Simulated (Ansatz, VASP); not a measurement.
# BeSe5: VASP beside Ansatz

INCAR

```
SYSTEM = BeSe5
PREC     = Accurate       ! precision mode
ENCUT    = 600            ! plane-wave cutoff, eV
EDIFF    = 1E-6           ! SCF threshold, eV
ISMEAR   = 0              ! smearing method
SIGMA    = 0.1            ! smearing width, eV
LREAL    = .FALSE.        ! projectors in reciprocal space
LASPH    = .TRUE.         ! aspherical terms in the spheres
NELM     = 60             ! most SCF steps
ALGO     = Normal         ! electronic algorithm
ISIF     = 3              ! what is computed and relaxed
LWAVE    = .FALSE.        ! write WAVECAR
LCHARG   = .FALSE.        ! write CHGCAR
GGA      = PE             ! functional
IBRION   = 2              ! ionic algorithm
NSW      = 100            ! ionic steps
EDIFFG   = -0.01          ! ionic threshold
```

Contents of KPOINTS:

```
Automatic mesh
0
G
  6 6 12
  0 0 0
```

Contents of POSCAR:

```
BeSe5
1.0
    6.3995764662      0.0000000000      0.0000000000
   -3.1997882331      5.5421957932      0.0000000000
    0.0000000000      0.0000000000      3.4435155346
Be Se
1 5
Direct
    0.0000000000      0.0000000000      0.5000000000
    0.3333333333      0.6666666667      0.5000000000
    0.0000000000      0.7321720402      0.0000000000
    0.7321720402      0.0000000000      0.0000000000
    0.2678279598      0.2678279598      0.0000000000
    0.6666666667      0.3333333333      0.5000000000
```

Input for Ansatz:

```yaml
crystal:
  lattice:
    - [6.3995764662, 0.0, 0.0]
    - [-3.1997882331, 5.5421957932, 0.0]
    - [0.0, 0.0, 3.4435155346]
  atoms:
    - { symbol: Be, position: [0.0, 0.0, 0.5] }
    - { symbol: Se, position: [0.3333333333, 0.6666666667, 0.5] }
    - { symbol: Se, position: [0.0, 0.7321720402, 0.0] }
    - { symbol: Se, position: [0.7321720402, 0.0, 0.0] }
    - { symbol: Se, position: [0.2678279598, 0.2678279598, 0.0] }
    - { symbol: Se, position: [0.6666666667, 0.3333333333, 0.5] }
basis:
  ecutwfc: 420
kpoints:
  mp_grid: { grid: [6, 6, 12] }
hamiltonian:
  xc: pbe
scf:
  occupations: { method: gaussian, width: 0.1 }
output:
  forces: true
  stress: true
  eigenvalues: true
relax:
  adjacent_minimum: "off"
  f_tol: 0.01
  max_steps: 80
  cell: { stress_tol: 0.05 }
```

Change from the starting cell: species swapped into the La5Mg type (P-62m, No. 189).

Alike in both runs: task relaxation of cell and atoms; functional PBE; k mesh 6 × 6 × 12; occupations gaussian, width 0.1 eV; no spin polarisation.

|  | VASP | Ansatz |
| --- | --- | --- |
| version | VASP 6.6.1 | Ansatz 0.2.0 |
| potentials or method | VASP PAW PBE potentials, release 64 (Be, Se), cutoff 600 eV | scalar-relativistic, plane waves, PAW |
| valence electrons in the cell | 32 | 82 |

```tsv
	VASP	Ansatz	Ansatz less VASP
gap on the k mesh at the Fermi level, each at its own relaxed structure (eV)	none	none	-
relaxed volume (Å³/atom)	20.41	20.40	-0.008
relaxed cell length with the largest relative difference (Å)	3.420	3.418	-0.0016
```

A gap of «none» marks a metal or a gap that the smearing closes. VASP's potentials hold 32 valence electrons a cell and Ansatz's 82, so a difference there can come from the potentials and not from the codes.
